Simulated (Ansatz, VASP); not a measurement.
**Two plane-wave programs on Ga2Ge2O3**

INCAR

```
  PREC = Accurate
  ENCUT = 520
  EDIFF = 1E-6
  ISMEAR = 0
  SIGMA = 0.2
  LREAL = False
  LASPH = True
  NELM = 80
  ALGO = Normal
  ISIF = 2
  LWAVE = False
  LCHARG = False
  GGA = PE
  NBANDS = 45
```

The input KPOINTS:

```
regular mesh
0
Gamma
  8 8 2
```

The input POSCAR:

```
Ga2Ge2O3
1.0
    3.0242750632     -0.0106127477     -0.0104737949
   -1.5015419717      2.6848443324     -0.0042974280
   -0.1094236148     -0.1371184954     14.3996742994
Ga Ge O
2 2 3
Direct
    0.1898595167      0.0613947442      0.0999932494
    0.5153211038      0.7369361729      0.8858139699
    0.5516115112      0.8753582267      0.4522592586
    0.8597796885      0.4743668641      0.6110333049
    0.8634015294      0.4038485712      0.1470433594
    0.8411892796      0.3943089937      0.8308049767
    0.1788373707      0.0537864269      0.9730518809
```

Input for Ansatz:

```yaml
crystal:
  lattice:
    - [3.0242750632, -0.0106127477, -0.0104737949]
    - [-1.5015419717, 2.6848443324, -0.004297428]
    - [-0.1094236148, -0.1371184954, 14.3996742994]
  atoms:
    - { symbol: Ga, position: [0.1898595167, 0.0613947442, 0.0999932494] }
    - { symbol: Ga, position: [0.5153211038, 0.7369361729, 0.8858139699] }
    - { symbol: Ge, position: [0.5516115112, 0.8753582267, 0.4522592586] }
    - { symbol: Ge, position: [0.8597796885, 0.4743668641, 0.6110333049] }
    - { symbol: O, position: [0.8634015294, 0.4038485712, 0.1470433594] }
    - { symbol: O, position: [0.8411892796, 0.3943089937, 0.8308049767] }
    - { symbol: O, position: [0.1788373707, 0.0537864269, 0.9730518809] }
basis:
  ecutwfc: 420
kpoints:
  mp_grid: { grid: [8, 8, 2] }
hamiltonian:
  xc: pbe
scf:
  occupations: { method: gaussian, width: 0.2 }
  lower_state_search: "off"
output:
  forces: true
  stress: true
  eigenvalues: true
```

Alike in both runs: task single point; functional PBE; k mesh 8 × 8 × 2; occupations gaussian, width 0.2 eV; no spin polarisation.

```csv
,VASP,Ansatz
version,VASP 6.6.1,Ansatz 0.2.0
potentials or method,"VASP PAW PBE potentials, release 64 (Ga_d, Ge_d, O), cutoff 520 eV","scalar-relativistic, plane waves, PAW"
valence electrons in the cell,72,72
```

VASP gave:

```
gap on the k mesh at the Fermi level (eV)                     : none
pressure (GPa)                                                : 0.2
traceless stress, the component that is largest in VASP (GPa) : -0.68
rms of the force components (eV/Å)                            : 0.034
```

Problem. What did Ansatz give for the same quantities?

Solution. gap on the k mesh at the Fermi level (eV): none; pressure (GPa): -0.1; traceless stress, the component that is largest in VASP (GPa): -0.72; rms of the force components (eV/Å): 0.026.

Atom by atom the forces differ by 0.016 eV/Å (rms over components). A gap of «none» marks a metal or a gap that the smearing closes. The functional is the same, so the differences come from potentials, cutoffs and numerics.
